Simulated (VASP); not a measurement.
# TiSi2 (Cm) in VASP: single point with PBE

Aim: the single point of TiSi2 with PBE.

Everything below comes from runs of VASP 6.6.1. Logs are shortened: lines on timing, memory, paths and dates and some standing lists are left out, and cuts for length are marked.

## Step 1: The cell of the first run

Symmetry: Cm, No. 8, monoclinic system. Conventional cell: a = 9.094 Å, b = 2.946 Å, c = 3.424 Å, α = 90.00°, β = 112.12°, γ = 90.00°. Within 3.4 Å of Ti (site symmetry m) lie 10 Si at 2.58 to 2.78 Å and 2 Ti at 2.95 Å. Si (site symmetry m) has 7 Si at 2.53 to 2.95 Å and 5 Ti at 2.58 to 2.78 Å within 3.3 Å. Si (site symmetry m) has 7 Si at 2.53 to 2.95 Å and 5 Ti at 2.67 to 2.78 Å within 3.3 Å.

## Step 2: Single point, PBE (one atom moved)

The input, INCAR:

```
SYSTEM = TiSi2
ALGO = Normal
EDIFF = 1E-7
ENCUT = 520
GGA = PE
ISIF = 2
ISMEAR = 0
LASPH = .TRUE.
LCHARG = .TRUE.
LELF = .TRUE.
LREAL = .FALSE.
LVHAR = .TRUE.
LWAVE = .FALSE.
NBANDS = 17
NELM = 60
PREC = Accurate
SIGMA = 0.1
```

The input, KPOINTS:

```
k-points
0
G
  16 16 16
  0 0 0
```

The input, POSCAR:

```
TiSi2
1.0
   -1.4728720000      1.7121300000      4.2120830000
    1.4728720000     -1.7121300000      4.2120830000
    1.4728720000      1.7121300000     -4.2120830000
Ti Si
1 2
Direct
    0.0000000000      0.0000000000      0.0000000000
    0.3737270849      0.3299220000      0.0438050849
    0.6700780000      0.6700780000      0.0000000000
```

Potentials or basis: VASP PAW PBE potentials, release 64 (Ti_sv, Si).

Launch:

```sh
cat potpaw_PBE.64/Ti_sv/POTCAR potpaw_PBE.64/Si/POTCAR > POTCAR
mpirun -np 1 vasp_std > vasp.out
```

OUTCAR:

```text
SYSTEM = TiSi2
   EDIFF = 1E-7
   ENCUT = 520
   GGA = PE
   ISIF = 2
   ISMEAR = 0
   LASPH = .TRUE.
   LREAL = .FALSE.
   NELM = 60
   PREC = Accurate

 ion  position               nearest neighbor table
   1  0.000  0.000  0.000-   2 2.58   2 2.58   3 2.67   3 2.67   3 2.67   3 2.67   2 2.77   2 2.77
                             3 2.78   2 2.78
   2  0.374  0.330  0.044-   3 2.53   3 2.53   1 2.58   1 2.58   3 2.73   3 2.73   1 2.77   1 2.77
                             1 2.78   3 2.87
   3  0.670  0.670  0.000-   2 2.53   2 2.53   1 2.67   1 2.67   1 2.67   1 2.67   2 2.73   2 2.73
                             1 2.78   2 2.87

  LATTYP: Found a body centered orthorhombic cell.
 ALAT       =     2.9457440000
 B/A-ratio  =     1.1624431723
 C/A-ratio  =     2.8597753233

  Lattice vectors:

 A1 = (  -1.4728720000,   1.7121300000,   4.2120830000)
 A2 = (   1.4728720000,  -1.7121300000,   4.2120830000)
 A3 = (   1.4728720000,   1.7121300000,  -4.2120830000)

Analysis of symmetry for initial positions (statically):
=====================================================================
 Subroutine PRICEL returns:
 Original cell was already a primitive cell.

 Routine SETGRP: Setting up the symmetry group for a
 body centered orthorhombic supercell.

 Subroutine GETGRP returns: Found  2 space group operations
 (whereof  2 operations were pure point group operations)
 out of a pool of  8 trial point group operations.

The static configuration has the point symmetry C_1h.

Analysis of symmetry for dynamics (positions and initial velocities):
=====================================================================
 Subroutine PRICEL returns:
 Original cell was already a primitive cell.

 Routine SETGRP: Setting up the symmetry group for a
 body centered orthorhombic supercell.

 Subroutine GETGRP returns: Found  2 space group operations
 (whereof  2 operations were pure point group operations)
 out of a pool of  8 trial point group operations.

The dynamic configuration has the point symmetry C_1h.

 Subroutine INISYM returns: Found  2 space group operations
 (whereof  2 operations are pure point group operations),
 and found     1 'primitive' translations

----------------------------------------------------------------------------------------

                                     Primitive cell

  volume of cell :      42.4873

  direct lattice vectors                    reciprocal lattice vectors
    -1.472872000  1.712130000  4.212083000     0.000000000  0.292033899  0.118706113
     1.472872000 -1.712130000  4.212083000     0.339472812  0.000000000  0.118706113
     1.472872000  1.712130000 -4.212083000     0.339472812  0.292033899  0.000000000

  length of vectors
     4.779370698  4.779370698  4.779370698     0.315237909  0.359628880  0.447800836

  position of ions in fractional coordinates (direct lattice)
     0.000000000  0.000000000  0.000000000
     0.373727085  0.329922000  0.043805085
     0.670078000  0.670078000  0.000000000

  ion indices of the primitive-cell ions
   primitive index   ion index
                 1           1
                 2           2
                 3           3

----------------------------------------------------------------------------------------

 KPOINTS: k-points

Automatic generation of k-mesh.
 Grid dimensions read from file:
 generate k-points for:   16   16   16

 Generating k-lattice:

  Cartesian coordinates                     Fractional coordinates (reciprocal lattice)
     0.000000000  0.018252119  0.007419132     0.062500000  0.000000000 -0.000000000
     0.021217051  0.000000000  0.007419132     0.000000000  0.062500000  0.000000000
     0.021217051  0.018252119  0.000000000    -0.000000000  0.000000000  0.062500000

  Length of vectors
     0.019702369  0.022476805  0.027987552

  Shift w.r.t. Gamma in fractional coordinates (k-lattice)
     0.000000000  0.000000000  0.000000000

 Subroutine IBZKPT returns following result:
 ===========================================

 Found   1098 irreducible k-points:

 Following reciprocal coordinates:
            Coordinates               Weight
  0.000000  0.000000  0.000000      1.000000
  0.062500  0.000000 -0.000000      2.000000
 -0.000000 -0.062500  0.062500      2.000000
  0.125000  0.000000 -0.000000      2.000000
 -0.000000 -0.125000  0.125000      2.000000
  0.187500  0.000000  0.000000      2.000000
[... 16 lines left out ...]
  0.187500  0.062500  0.000000      4.000000
 -0.000000 -0.250000  0.187500      4.000000
 [... further k-points ...]
   k-points           NKPTS =   1098   k-points in BZ     NKDIM =   1098   number of bands    NBANDS=     17
   number of dos      NEDOS =    301   number of ions     NIONS =      3
   total plane-waves  NPLWV =  46656
   dimension x,y,z NGX =    36 NGY =   36 NGZ =   36
   dimension x,y,z NGXF=    72 NGYF=   72 NGZF=   72
   ions per type =               1   2
   NGX,Y,Z   is equivalent  to a cutoff of  12.52, 12.52, 12.52 a.u.
   NGXF,Y,Z  is equivalent  to a cutoff of  25.04, 25.04, 25.04 a.u.
 SYSTEM =  TiSi2
   PREC   = accura    normal or accurate (medium, high low for compatibility)
   ISTART =      0    job   : 0-new  1-cont  2-samecut
   ICHARG =      2    charge: 1-file 2-atom 10-const
   ISPIN  =      1    spin polarized calculation?
   LNONCOLLINEAR =      F non collinear calculations
   LSORBIT =      F    spin-orbit coupling
   LASPH  =      T    aspherical Exc in radial PAW
   ENCUT  =  520.0 eV  38.22 Ry    6.18 a.u.   8.89  8.89  8.89*2*pi/ulx,y,z
   NELM   =     60;   NELMIN=  2; NELMDL= -5     # of ELM steps
   EDIFF  = 0.1E-06   stopping-criterion for ELM
   LREAL  =      F    real-space projection
   EDIFFG = 0.1E-05   stopping-criterion for IOM
   NSW    =      0    number of steps for IOM
   IBRION =     -1    ionic relax: 0-MD 1-quasi-New 2-CG
   NFREE  =      0    steps in history (QN), initial steepest desc. (CG)
   ISIF   =      2    stress and relaxation
   ISYM   =      2    0-nonsym 1-usesym 2-fastsym
   POTIM  = 0.5000    time-step for ionic-motion
   TEBEG  =    0.0;   TEEND  =   0.0 temperature during run
   PSTRESS=    0.0 pullay stress
   NELECT =      20.0000    total number of electrons
   NUPDOWN=      -1.0000    fix difference up-down
   EMIN   =  10.00;   EMAX   =-10.00  energy-range for DOS
   EFERMI =   0.00;   METHOD = LEGACY
   ISMEAR =     0;   SIGMA  =   0.10  broadening in eV -4-tet -1-fermi 0-gaus
   EFERMI_NEDOS =   21; number of points for ismear=-14 and -15
   IALGO  =     38    algorithm
   IMIX   =      4    mixing-type and parameters
     AMIX     =   0.40;   BMIX     =  1.00
     AMIX_MAG =   1.60;   BMIX_MAG =  1.00
  volume/ion in A,a.u.               =      14.16        95.57
  Fermi-wavevector in a.u.,A,eV,Ry     =   1.273499  2.406564 22.065925  1.621800
  Thomas-Fermi vector in A             =   2.406319
   LORBIT       =      0    0 simple, 1 ext, 2 COOP (PROOUT), +10 PAW based schemes
   GGA     = PE    functional components
   LHFCALC =     F    Hartree Fock is set to
   AEXX    =    0.0000 exact exchange contribution
   IVDW    =     0    specifies the selected vdW correction
   LEPSILON=     F    determine dielectric tensor
   LRPA    =     F    only Hartree local field effects (RPA)
 non-spin polarized calculation
 Gauss-broadening in eV      SIGMA  =   0.10
  energy-cutoff  :      520.00
  volume of cell :       42.49
 maximum number of plane-waves:      1172
   NGX = 17   NGY = 17   NGZ = 17

 number of electron      19.9999998 magnetization

 Free energy of the ion-electron system (eV)
  ---------------------------------------------------
  ext. energy  EPLUGINS =         0.00000000
  ---------------------------------------------------
  free energy    TOTEN  =       -19.78073245 eV

  energy without entropy =      -19.77409139  energy(sigma->0) =      -19.77741192

 E-fermi :   9.9931     XC(G=0): -11.6890

 val. band max:        9.9924628336   @ k =   0.4375   0.1250   0.0625
 cond. band min:       9.9938679743   @ k =  -0.3750   0.5000   0.2500
 fundamental gap:      0.0014051407
 Fermi energy:         9.9931349543

 k-point     1 :       0.0000    0.0000    0.0000
  band No.  band energies     occupation
      1     -46.2788      2.00000
      2     -22.6042      2.00000
      3     -22.5940      2.00000
      4     -22.3349      2.00000
      5      -2.5820      2.00000
      6       5.2389      2.00000
[... 9 lines left out ...]
     16      15.4411      0.00000
     17      15.7705      0.00000

 k-point     2 :       0.0625    0.0000   -0.0000
  band No.  band energies     occupation
      1     -46.2786      2.00000
      2     -22.6041      2.00000
      3     -22.5975      2.00000
      4     -22.3347      2.00000
      5      -2.5250      2.00000
      6       5.1057      2.00000
[... 9 lines left out ...]
     16      15.3719      0.00000
     17      15.8492      0.00000

 k-point     3 :      -0.0000   -0.0625    0.0625
  band No.  band energies     occupation
      1     -46.2786      2.00000
      2     -22.6042      2.00000
      3     -22.5974      2.00000
      4     -22.3347      2.00000
      5      -2.5254      2.00000
      6       5.0312      2.00000
[... 9 lines left out ...]
     16      15.3966      0.00000
     17      15.8511      0.00000

 k-point     4 :       0.1250    0.0000   -0.0000
  band No.  band energies     occupation
      1     -46.2779      2.00000
      2     -22.6085      2.00000
      3     -22.6026      2.00000
      4     -22.3339      2.00000
      5      -2.3551      2.00000
      6       4.8202      2.00000
[... 9 lines left out ...]
     16      15.2538      0.00000
     17      16.0751      0.00000

 k-point     5 :      -0.0000   -0.1250    0.1250
  band No.  band energies     occupation
      1     -46.2779      2.00000
      2     -22.6088      2.00000
      3     -22.6022      2.00000
      4     -22.3339      2.00000
      5      -2.3569      2.00000
      6       4.6492      2.00000
[... 9 lines left out ...]
     16      15.3291      0.00000
     17      16.0328      0.00000

 k-point     6 :       0.1875    0.0000    0.0000
  band No.  band energies     occupation
      1     -46.2769      2.00000
      2     -22.6235      2.00000
      3     -22.6018      2.00000
      4     -22.3329      2.00000
      5      -2.0761      2.00000
      6       4.4270      2.00000
[... 9 lines left out ...]
     16      16.1429      0.00000
     17      16.4383      0.00000

 k-point     7 :       0.0000   -0.1875    0.1875
  band No.  band energies     occupation
      1     -46.2769      2.00000
      2     -22.6237      2.00000
      3     -22.6014      2.00000
      4     -22.3329      2.00000
      5      -2.0798      2.00000
      6       4.1844      2.00000
[... 9 lines left out ...]
     16      16.2384      0.00000
     17      16.4175      0.00000

 k-point     8 :       0.2500    0.0000   -0.0000
  band No.  band energies     occupation
      1     -46.2757      2.00000
      2     -22.6416      2.00000
      3     -22.6005      2.00000
      4     -22.3316      2.00000
      5      -1.6942      2.00000
      6       3.8797      2.00000
[... 9 lines left out ...]
     16      16.7980      0.00000
     17      17.5153      0.00000
[... 203 lines left out ...]
      1     -46.2772      2.00000
      2     -22.6028      2.00000
      3     -22.5961      2.00000
      4     -22.3479      2.00000
      5      -2.4356      2.00000
      6       4.8185      2.00000
[... 9 lines left out ...]
     16      14.5688      0.00000
     17      16.2648      0.00000

 k-point    20 :      -0.0000   -0.1250    0.0625
  band No.  band energies     occupation
      1     -46.2772      2.00000
      2     -22.6029      2.00000
      3     -22.5959      2.00000
      4     -22.3479      2.00000
      5      -2.4365      2.00000
      6       4.7438      2.00000
[... 9 lines left out ...]
     16      14.7665      0.00000
     17      16.2578      0.00000

 k-point    21 :       0.1250    0.0625    0.0000
  band No.  band energies     occupation
      1     -46.2765      2.00000
      2     -22.6069      2.00000
      3     -22.6016      2.00000
      4     -22.3471      2.00000
      5      -2.2525      2.00000
      6       4.5201      2.00000
[... 9 lines left out ...]
     16      15.1587      0.00000
     17      16.6490      0.00000

 k-point    22 :       0.0000   -0.1875    0.1250
  band No.  band energies     occupation
      1     -46.2765      2.00000
      2     -22.6074      2.00000
      3     -22.6009      2.00000
      4     -22.3471      2.00000
      5      -2.2549      2.00000
      6       4.3689      2.00000
[... 9 lines left out ...]
     16      15.4637      0.00000
     17      16.6295      0.00000

 k-point    23 :       0.1875    0.0625    0.0000
  band No.  band energies     occupation
      1     -46.2755      2.00000
      2     -22.6220      2.00000
      3     -22.6007      2.00000
      4     -22.3460      2.00000
      5      -1.9620      2.00000
      6       4.1863      2.00000
[... 9 lines left out ...]
     16      16.1985      0.00000
     17      17.1359      0.00000

 k-point    24 :      -0.0000   -0.2500    0.1875
  band No.  band energies     occupation
      1     -46.2755      2.00000
      2     -22.6222      2.00000
      3     -22.6002      2.00000
      4     -22.3460      2.00000
      5      -1.9663      2.00000
      6       3.9613      2.00000
[... 9 lines left out ...]
     16      16.4463      0.00000
     17      17.0859      0.00000

 [... further k-points ...]
[... 5 lines left out ...]
  --------------------------------------------------------------------------------------
  -------------------------------------------------------------------------------------
  Total        0.6100349      0.1415701      0.2110996      0.0000000      0.0883685      0.0000000
  in kB       23.0041711      5.3385515      7.9604797      0.0000000      3.3323427      0.0000000
  external PRESSURE =      12.1010674 kB  Pullay stress =       0.0000000 kB

 VOLUME and BASIS-vectors are now :
 -----------------------------------------------------------------------------
  energy-cutoff  :      520.00
  volume of cell :       42.49
      direct lattice vectors                 reciprocal lattice vectors
    -1.472872000  1.712130000  4.212083000     0.000000000  0.292033899  0.118706113
     1.472872000 -1.712130000  4.212083000     0.339472812  0.000000000  0.118706113
     1.472872000  1.712130000 -4.212083000     0.339472812  0.292033899  0.000000000

 POSITION                                       TOTAL-FORCE (eV/Angst)
 -----------------------------------------------------------------------------------
      0.00000      0.00000      0.00000        -0.000000      0.651271      0.138031
      0.00000      0.15000      2.77932         0.000000     -0.976227     -0.066861
      0.00000      0.00000      5.64485         0.000000      0.324956     -0.071169
 -----------------------------------------------------------------------------------
    total drift:                                0.000000     -0.000021      0.000007

  FREE ENERGIE OF THE ION-ELECTRON SYSTEM (eV)
  ---------------------------------------------------
  free  energy   TOTEN  =       -19.7807324492 eV

  energy  without entropy=      -19.7740913880  energy(sigma->0) =      -19.77741192
```

Run time: 8 min. Hardware: 1 thread of Intel Xeon Platinum 8559C (Emerald Rapids), shared host; peak memory 0.83 GiB.

Results:

```yaml
Free_energy: -19.7807 eV
Pressure: 1.2 GPa
Largest_force: 0.979 eV/Å
Band_gap_on_the_k_mesh: zero (band 10 reaches 11.42 eV, above the bottom of band 11 at 8.92 eV)
```

Forces on the atoms (eV/Å):
```
Ti   0.000  0.651  0.138
Si   0.000 -0.976 -0.067
Si   0.000  0.325 -0.071
```

Levels at points of the mesh, in eV from the Fermi level:
```csv
k point,band 8,band 9,band 10,band 11,band 12,band 13
"(0.00, 0.00, 0.00)",-2.08,-0.65,0.72,1.86,2.40,3.26
"(0.50, 0.00, 0.00)",-4.02,-0.64,1.02,2.02,2.57,3.60
"(0.00, 0.50, 0.50)",-3.49,-0.76,0.84,2.05,2.57,3.38
"(0.00, 0.50, 0.00)",-3.39,-0.91,-0.44,0.98,2.82,3.35
"(0.50, 0.50, 0.00)",-4.42,-2.88,-1.29,-0.66,2.70,2.89
"(0.50, 0.50, 0.50)",-1.06,-0.38,0.49,1.93,2.34,2.57
```

Caveat: the cell differs from its parent crystal (one atom moved).
